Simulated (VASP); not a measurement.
Set up this calculation in VASP 6.6.1, as the native input.

```
Task                   : relaxation of the atoms
Functional             : LDA
Potentials or basis    : VASP PAW LDA potentials, release 64 (Al, N)
Cutoff                 : 520 eV
k mesh                 : 9 × 9 × 6
Occupations            : gaussian, width 0.05 eV
Spin                   : no spin polarisation
Dipole correction      : no
Further INCAR settings : ALGO = Normal; EDIFF = 1e-07; IBRION = 2; EDIFFG = -0.01; NSW = 50
```

The structure of AlN lies in POSCAR:

```
AlN
1.0
    3.0886152983      0.0000000000     -0.1544307649
   -1.5443076491      2.6748193108      0.0772153825
   -0.2471792133      0.0000000000      4.8115905661
Al N
2 2
Direct
    0.3333333333      0.6666666667      0.0015210172
    0.6666666667      0.3333333333      0.5015210172
    0.3333333333      0.6666666667      0.3834789828
    0.6666666667      0.3333333333      0.8834789828
```

This cell differs from its parent crystal: engineering shear strain xz -0.1000, normal strain along z -0.0267.

The input as run:

INCAR

```
ALGO = Normal
EDIFF = 1E-7
EDIFFG = -0.01
ENCUT = 520
GGA = CA
IBRION = 2
ISIF = 2
ISMEAR = 0
LASPH = True
LCHARG = False
LREAL = False
LWAVE = False
NELM = 80
NSW = 50
PREC = Accurate
SIGMA = 0.05
```

KPOINTS

```
k-points
0
Gamma
  9 9 6
```

Potentials or basis: VASP PAW LDA potentials, release 64 (Al, N).

The run is started by

```sh
$ cat potpaw_LDA.64/Al/POTCAR potpaw_LDA.64/N/POTCAR > POTCAR
$ mpirun -np 1 vasp_std > vasp.out
```

It gave:

- Energy gained by relaxing: 8.2 meV/atom
- Ionic steps: 8
- Pressure after relaxing: 6.5 GPa
- Largest force after relaxing: 0.009 eV/Å
- Band gap on the k mesh: 4.17 eV

Caveat: the cell differs from its parent crystal (engineering shear strain xz -0.1000, normal strain along z -0.0267).

It took 120 s on 1 thread of Intel(R) Xeon(R) Platinum 8488C (Sapphire Rapids) (shared host), peak memory 0.18 GiB.
